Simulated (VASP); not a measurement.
# PbO (P6_3/mmc) in VASP: notebook, part 2 of 2

VASP 6.6.1. Earlier steps stand in the parts before.

## (3) Single point, PBE (volume changed by -3%)

INCAR

```
ALGO = Normal
EDIFF = 1E-6
ENCUT = 520
GGA = PE
ISIF = 2
ISMEAR = -1
LASPH = T
LCHARG = F
LREAL = F
LWAVE = F
NBANDS = 28
NELM = 100
PREC = Accurate
SIGMA = 0.02
```

KPOINTS

```
k-points
0
Gamma
  6 6 4
```

POSCAR

```
PbO
1.0
    3.5749810849      0.0000000000      0.0000000000
   -1.7874905425      3.0960244376      0.0000000000
    0.0000000000      0.0000000000      6.4421350426
Pb O
2 2
Direct
    0.0000000000      0.0000000000      0.0000000000
    0.0000000000      0.0000000000      0.5000000000
    0.3333333333      0.6666666667      0.2500000000
    0.6666666667      0.3333333333      0.7500000000
```

Potentials or basis: VASP PAW PBE potentials, release 64 (Pb_d, O).

The run is started by

```
cat potpaw_PBE.64/Pb_d/POTCAR potpaw_PBE.64/O/POTCAR > POTCAR
mpirun -np 1 vasp_std > vasp.out
```

OUTCAR:

```text
EDIFF = 1E-6
   ENCUT = 520
   GGA = PE
   ISIF = 2
   ISMEAR = -1
   LASPH = T
   LREAL = F
   NELM = 100
   PREC = Accurate

 ion  position               nearest neighbor table
   1  0.000  0.000  0.000-   3 2.62   4 2.62   4 2.62   3 2.62   4 2.62   3 2.62   2 3.22   2 3.22

   2  0.000  0.000  0.500-   3 2.62   4 2.62   4 2.62   3 2.62   4 2.62   3 2.62   1 3.22   1 3.22

   3  0.333  0.667  0.250-   1 2.62   2 2.62   1 2.62   2 2.62   1 2.62   2 2.62
   4  0.667  0.333  0.750-   1 2.62   2 2.62   1 2.62   2 2.62   1 2.62   2 2.62

  LATTYP: Found a hexagonal cell.
 ALAT       =     3.5749810849
 C/A-ratio  =     1.8020053504

  Lattice vectors:

 A1 = (   3.5749810849,   0.0000000000,   0.0000000000)
 A2 = (  -1.7874905425,   3.0960244376,   0.0000000000)
 A3 = (   0.0000000000,   0.0000000000,   6.4421350426)

Analysis of symmetry for initial positions (statically):
=====================================================================
 Subroutine PRICEL returns:
 Original cell was already a primitive cell.

 Routine SETGRP: Setting up the symmetry group for a
 hexagonal supercell.

 Subroutine GETGRP returns: Found 24 space group operations
 (whereof 12 operations were pure point group operations)
 out of a pool of 24 trial point group operations.

The static configuration has the point symmetry D_3d.
 The point group associated with its full space group is D_6h.

Analysis of symmetry for dynamics (positions and initial velocities):
=====================================================================
 Subroutine PRICEL returns:
 Original cell was already a primitive cell.

 Routine SETGRP: Setting up the symmetry group for a
 hexagonal supercell.

 Subroutine GETGRP returns: Found 24 space group operations
[... 118 lines left out ...]
   EFERMI =   0.00;   METHOD = LEGACY
   ISMEAR =    -1;   SIGMA  =   0.02  broadening in eV -4-tet -1-fermi 0-gaus
   EFERMI_NEDOS =   21; number of points for ismear=-14 and -15
   IALGO  =     38    algorithm
   IMIX   =      4    mixing-type and parameters
     AMIX     =   0.40;   BMIX     =  1.00
     AMIX_MAG =   1.60;   BMIX_MAG =  1.00
  volume/ion in A,a.u.               =      17.83       120.29
  Fermi-wavevector in a.u.,A,eV,Ry     =   1.350182  2.551473 24.803289  1.822990
  Thomas-Fermi vector in A             =   2.477707
   LORBIT       =      0    0 simple, 1 ext, 2 COOP (PROOUT), +10 PAW based schemes
   GGA     = PE    functional components
   LHFCALC =     F    Hartree Fock is set to
   AEXX    =    0.0000 exact exchange contribution
   IVDW    =     0    specifies the selected vdW correction
   LEPSILON=     F    determine dielectric tensor
   LRPA    =     F    only Hartree local field effects (RPA)
 non-spin polarized calculation
  energy-cutoff  :      520.00
  volume of cell :       71.30
 maximum number of plane-waves:      1944
 NGX is ok and might be reduce to    28
   NGX = 13   NGY = 13   NGZ = 23

 number of electron      39.9999997 magnetization

 Free energy of the ion-electron system (eV)
  ---------------------------------------------------
  ext. energy  EPLUGINS =         0.00000000
  ---------------------------------------------------
  free energy    TOTEN  =       -20.40159352 eV

  energy without entropy =      -20.40100329  energy(sigma->0) =      -20.40129841

 E-fermi :   6.5704     XC(G=0): -10.6144

 val. band max:        6.5556952655   @ k =   0.5000   0.0000   0.0000
 cond. band min:       6.6923909238   @ k =   0.3333   0.3333   0.0000
 fundamental gap:      0.1366956582
 Fermi energy:         6.5703992644

 k-point     1 :       0.0000    0.0000    0.0000
  band No.  band energies     occupation
      1     -11.1744      2.00000
      2     -10.5707      2.00000
      3     -10.2913      2.00000
      4     -10.0463      2.00000
      5     -10.0463      2.00000
      6     -10.0079      2.00000
[... 640 lines left out ...]
     27      17.6905      0.00000
     28      17.6905      0.00000

------------------------ aborting loop because EDIFF is reached ----------------------------------------

  FORCE on cell =-STRESS in cart. coord.  units (eV):
  Direction    XX          YY          ZZ          XY          YZ          ZX
  --------------------------------------------------------------------------------------
  -------------------------------------------------------------------------------------
  Total        1.0496904      1.0496904      1.4871545     -0.0000000      0.0000000     -0.0000000
  in kB       23.5865195     23.5865195     33.4163272     -0.0000000      0.0000000     -0.0000000
  external PRESSURE =      26.8631221 kB  Pullay stress =       0.0000000 kB

 VOLUME and BASIS-vectors are now :
 -----------------------------------------------------------------------------
  energy-cutoff  :      520.00
  volume of cell :       71.30
      direct lattice vectors                 reciprocal lattice vectors
     3.574981085  0.000000000  0.000000000     0.279721760  0.161497433  0.000000000
    -1.787490543  3.096024438  0.000000000     0.000000000  0.322994867  0.000000000
     0.000000000  0.000000000  6.442135043     0.000000000  0.000000000  0.155228041

 POSITION                                       TOTAL-FORCE (eV/Angst)
 -----------------------------------------------------------------------------------
      0.00000      0.00000      0.00000         0.000000      0.000000      0.000000
      0.00000      0.00000      3.22107         0.000000      0.000000      0.000000
     -0.00000      2.06402      1.61053        -0.000000      0.000000     -0.000000
      1.78749      1.03201      4.83160         0.000000     -0.000000      0.000000
 -----------------------------------------------------------------------------------
    total drift:                                0.000000     -0.000000      0.000000

  FREE ENERGIE OF THE ION-ELECTRON SYSTEM (eV)
  ---------------------------------------------------
  free  energy   TOTEN  =       -20.4015935168 eV

  energy  without entropy=      -20.4010032940  energy(sigma->0) =      -20.40129841
```

OSZICAR:

```text
N       E                     dE             d eps       ncg     rms          rms(c)
DAV:   1     0.480128486614E+03    0.48013E+03   -0.19813E+04  1176   0.174E+03
DAV:   2     0.398606321846E+02   -0.44027E+03   -0.42392E+03  1204   0.463E+02
DAV:   3    -0.217868857095E+02   -0.61648E+02   -0.59754E+02  1492   0.187E+02
DAV:   4    -0.247415606079E+02   -0.29547E+01   -0.29422E+01  1388   0.420E+01
DAV:   5    -0.248304389715E+02   -0.88878E-01   -0.88871E-01  1404   0.748E+00    0.121E+01
DAV:   6    -0.209577744164E+02    0.38727E+01   -0.26052E+01  1744   0.338E+01    0.702E+00
DAV:   7    -0.204253276135E+02    0.53245E+00   -0.36413E+00  1500   0.144E+01    0.234E+00
DAV:   8    -0.204446949101E+02   -0.19367E-01   -0.91195E-01  1336   0.679E+00    0.195E+00
DAV:   9    -0.204010611811E+02    0.43634E-01   -0.97946E-02  1228   0.221E+00    0.297E-01
DAV:  10    -0.204022340812E+02   -0.11729E-02   -0.13478E-02  1384   0.680E-01    0.245E-01
DAV:  11    -0.204015782242E+02    0.65586E-03   -0.23967E-03  1476   0.335E-01    0.363E-02
DAV:  12    -0.204015939137E+02   -0.15689E-04   -0.14214E-04  1264   0.771E-02    0.203E-02
DAV:  13    -0.204015930115E+02    0.90216E-06   -0.22702E-05  1428   0.300E-02    0.212E-03
DAV:  14    -0.204015935168E+02   -0.50534E-06   -0.10640E-06   924   0.111E-02
   1 F= -.20401594E+02 E0= -.20401298E+02  d E =-.590223E-03
```

stdout:

```text
POSCAR found type information on POSCAR PbO
 POSCAR found :  2 types and       4 ions
 scaLAPACK will be used
 LDA part: xc-table for (Slater+PW92), standard interpolation
 POSCAR, INCAR and KPOINTS ok, starting setup
 FFT: planning ... GRIDC
 FFT: planning ... GRID_SOFT
 FFT: planning ... GRID
 WAVECAR not read
 entering main loop
```

Run time: 23 s. Hardware: 1 thread of Intel Xeon 6975P-C (Granite Rapids), shared host; peak memory 0.19 GiB.

What came out:

```
Free energy            : -20.4016 eV
Pressure               : 2.7 GPa
Band gap on the k mesh : zero (band 20 reaches 6.69 eV, above the bottom of band 21 at 6.56 eV)
```

Levels at points of the mesh, in eV from the Fermi level:
| k point | band 16 | band 17 | band 18 | band 19 | band 20 | band 21 | band 22 | band 23 | band 24 | band 25 |
| --- | --- | --- | --- | --- | --- | --- | --- | --- | --- | --- |
| (0.00, 0.00, 0.00) | -2.26 | -2.26 | -1.86 | -1.86 | -0.18 | 0.49 | 6.24 | 6.24 | 7.82 | 7.82 |
| (0.50, 0.00, 0.00) | -4.49 | -3.15 | -1.96 | -1.58 | -0.49 | -0.01 | 3.09 | 3.80 | 4.91 | 6.40 |
| (0.00, 0.00, 0.50) | -2.06 | -2.06 | -2.06 | -1.85 | -1.85 | 3.60 | 3.60 | 6.86 | 6.86 | 6.86 |
| (0.50, 0.00, 0.50) | -3.48 | -2.60 | -2.60 | -2.18 | -2.18 | 2.44 | 2.44 | 4.79 | 4.79 | 5.72 |

Caveat: the cell differs from its parent crystal (volume changed by -3%); spin-orbit coupling is left out, which moves the levels of the heavy elements.

## (4) Single point, PBE

This run uses another cell than the first one, of 18.38 Å³/atom, 1.064 times its volume.

INCAR

```
SYSTEM = PbO
ALGO     = Normal         ! electronic algorithm
EDIFF    = 1E-6           ! SCF threshold, eV
ENCUT    = 520            ! plane-wave cutoff, eV
GGA      = PE             ! functional
ISIF     = 2              ! what is computed and relaxed
ISMEAR   = -1             ! smearing method
LASPH    = .True.         ! aspherical terms in the spheres
LCHARG   = .False.        ! write CHGCAR
LREAL    = .False.        ! projectors in reciprocal space
LWAVE    = .False.        ! write WAVECAR
NBANDS   = 28             ! bands
NELM     = 60             ! most SCF steps
PREC     = Accurate       ! precision mode
SIGMA    = 0.02           ! smearing width, eV
```

KPOINTS

```
k-points
0
Gamma
  6 6 4
  0 0 0
```

POSCAR

```
PbO
1.0
    3.6114630034      0.0000000000      0.0000000000
   -1.8057315017      3.1276187058      0.0000000000
    0.0000000000      0.0000000000      6.5078756550
Pb O
2 2
Direct
    0.0000000000      0.0000000000      0.0000000000
    0.0000000000      0.0000000000      0.5000000000
    0.3333333333      0.6666666667      0.2500000000
    0.6666666667      0.3333333333      0.7500000000
```

Potentials or basis: VASP PAW PBE potentials, release 64 (Pb_d, O).

The run is started by

```
cat potpaw_PBE.64/Pb_d/POTCAR potpaw_PBE.64/O/POTCAR > POTCAR
mpirun -np 1 vasp_std > vasp.out
```

OUTCAR:

```text
SYSTEM = PbO
   EDIFF = 1E-6
   ENCUT = 520
   GGA = PE
   ISIF = 2
   ISMEAR = -1
   LASPH = .True.
   LREAL = .False.
   NELM = 60
   PREC = Accurate

 ion  position               nearest neighbor table
   1  0.000  0.000  0.000-   3 2.64   4 2.64   4 2.64   3 2.64   4 2.64   3 2.64   2 3.25   2 3.25

   2  0.000  0.000  0.500-   3 2.64   4 2.64   4 2.64   3 2.64   4 2.64   3 2.64   1 3.25   1 3.25

   3  0.333  0.667  0.250-   1 2.64   2 2.64   1 2.64   2 2.64   1 2.64   2 2.64
   4  0.667  0.333  0.750-   1 2.64   2 2.64   1 2.64   2 2.64   1 2.64   2 2.64

  LATTYP: Found a hexagonal cell.
 ALAT       =     3.6114630034
 C/A-ratio  =     1.8020053504

  Lattice vectors:

 A1 = (   3.6114630034,   0.0000000000,   0.0000000000)
 A2 = (  -1.8057315017,   3.1276187058,   0.0000000000)
 A3 = (   0.0000000000,   0.0000000000,   6.5078756550)

Analysis of symmetry for initial positions (statically):
=====================================================================
 Subroutine PRICEL returns:
 Original cell was already a primitive cell.

 Routine SETGRP: Setting up the symmetry group for a
 hexagonal supercell.

 Subroutine GETGRP returns: Found 24 space group operations
 (whereof 12 operations were pure point group operations)
 out of a pool of 24 trial point group operations.

The static configuration has the point symmetry D_3d.
 The point group associated with its full space group is D_6h.

Analysis of symmetry for dynamics (positions and initial velocities):
=====================================================================
 Subroutine PRICEL returns:
 Original cell was already a primitive cell.

 Routine SETGRP: Setting up the symmetry group for a
 hexagonal supercell.

[... 119 lines left out ...]
   EFERMI =   0.00;   METHOD = LEGACY
   ISMEAR =    -1;   SIGMA  =   0.02  broadening in eV -4-tet -1-fermi 0-gaus
   EFERMI_NEDOS =   21; number of points for ismear=-14 and -15
   IALGO  =     38    algorithm
   IMIX   =      4    mixing-type and parameters
     AMIX     =   0.40;   BMIX     =  1.00
     AMIX_MAG =   1.60;   BMIX_MAG =  1.00
  volume/ion in A,a.u.               =      18.38       124.01
  Fermi-wavevector in a.u.,A,eV,Ry     =   1.336542  2.525699 24.304709  1.786346
  Thomas-Fermi vector in A             =   2.465161
   LORBIT       =      0    0 simple, 1 ext, 2 COOP (PROOUT), +10 PAW based schemes
   GGA     = PE    functional components
   LHFCALC =     F    Hartree Fock is set to
   AEXX    =    0.0000 exact exchange contribution
   IVDW    =     0    specifies the selected vdW correction
   LEPSILON=     F    determine dielectric tensor
   LRPA    =     F    only Hartree local field effects (RPA)
 non-spin polarized calculation
  energy-cutoff  :      520.00
  volume of cell :       73.51
 maximum number of plane-waves:      2005
 NGX is ok and might be reduce to    28
   NGX = 13   NGY = 13   NGZ = 25

 number of electron      39.9999990 magnetization

 Free energy of the ion-electron system (eV)
  ---------------------------------------------------
  ext. energy  EPLUGINS =         0.00000000
  ---------------------------------------------------
  free energy    TOTEN  =       -20.42100271 eV

  energy without entropy =      -20.42035280  energy(sigma->0) =      -20.42067775

 E-fermi :   6.2197     XC(G=0): -10.4562

 val. band max:        6.2084549263   @ k =   0.5000  -0.0000   0.0000
 cond. band min:       6.2809479182   @ k =   0.3333   0.3333   0.0000
 fundamental gap:      0.0724929920
 Fermi energy:         6.2197161485

 k-point     1 :       0.0000    0.0000    0.0000
  band No.  band energies     occupation
      1     -11.3324      2.00000
      2     -10.7750      2.00000
      3     -10.6238      2.00000
      4     -10.4043      2.00000
      5     -10.4043      2.00000
      6     -10.3709      2.00000
[... 640 lines left out ...]
     27      17.1910      0.00000
     28      17.1910      0.00000

------------------------ aborting loop because EDIFF is reached ----------------------------------------

  FORCE on cell =-STRESS in cart. coord.  units (eV):
  Direction    XX          YY          ZZ          XY          YZ          ZX
  --------------------------------------------------------------------------------------
  -------------------------------------------------------------------------------------
  Total       -0.0686663     -0.0686663     -0.0101667      0.0000000      0.0000000      0.0000000
  in kB       -1.4966423     -1.4966423     -0.2215925      0.0000000      0.0000000      0.0000000
  external PRESSURE =      -1.0716257 kB  Pullay stress =       0.0000000 kB

 VOLUME and BASIS-vectors are now :
 -----------------------------------------------------------------------------
  energy-cutoff  :      520.00
  volume of cell :       73.51
      direct lattice vectors                 reciprocal lattice vectors
     3.611463003  0.000000000  0.000000000     0.276896094  0.159866035  0.000000000
    -1.805731502  3.127618706  0.000000000     0.000000000  0.319732069  0.000000000
     0.000000000  0.000000000  6.507875655     0.000000000  0.000000000  0.153659973

 POSITION                                       TOTAL-FORCE (eV/Angst)
 -----------------------------------------------------------------------------------
      0.00000      0.00000      0.00000        -0.000000     -0.000000      0.000000
      0.00000      0.00000      3.25394        -0.000000     -0.000000      0.000000
     -0.00000      2.08508      1.62697         0.000000      0.000000      0.000000
      1.80573      1.04254      4.88091        -0.000000     -0.000000     -0.000000
 -----------------------------------------------------------------------------------
    total drift:                                0.000000     -0.000000      0.000000

  FREE ENERGIE OF THE ION-ELECTRON SYSTEM (eV)
  ---------------------------------------------------
  free  energy   TOTEN  =       -20.4210027067 eV

  energy  without entropy=      -20.4203527964  energy(sigma->0) =      -20.42067775
```

stdout:

```text
POSCAR found type information on POSCAR PbO
 POSCAR found :  2 types and       4 ions
 scaLAPACK will be used
 LDA part: xc-table for (Slater+PW92), standard interpolation
 POSCAR, INCAR and KPOINTS ok, starting setup
 FFT: planning ... GRIDC
 FFT: planning ... GRID_SOFT
 FFT: planning ... GRID
 WAVECAR not read
 entering main loop
```

Wall time 26 s (1 thread of Intel Xeon 6975P-C (Granite Rapids), shared host); peak memory 0.2 GiB.

What came out:

```yaml
Free_energy: -20.4210 eV
Pressure: -0.1 GPa
Band_gap_on_the_k_mesh: zero (band 20 reaches 6.28 eV, above the bottom of band 21 at 6.21 eV)
```

Caveat: spin-orbit coupling is left out, which moves the levels of the heavy elements.

## (5) Overview

| cell | gap on the mesh (eV) | pressure (GPa) |
| --- | --- | --- |
| a = 3.538, b = 3.538, c = 6.375 Å, angles 90.0, 90.0, 120.0°, 4 atoms | none | 6.0 |
| a = 3.575, b = 3.575, c = 6.442 Å, angles 90.0, 90.0, 120.0°, 4 atoms | none | 2.7 |
| a = 3.611, b = 3.611, c = 6.508 Å, angles 90.0, 90.0, 120.0°, 4 atoms | none | -0.1 |

Alike in all rows: task single point; level PBE; potentials or basis VASP PAW PBE potentials, release 64 (Pb_d, O); no spin polarisation; k mesh 6 × 6 × 4; cutoff (eV) 520; smearing fermi-dirac 0.02 eV.

Caveats: spin-orbit coupling is left out, which moves the levels of the heavy elements.

Absolute energies hang on the potentials; compare differences alone.
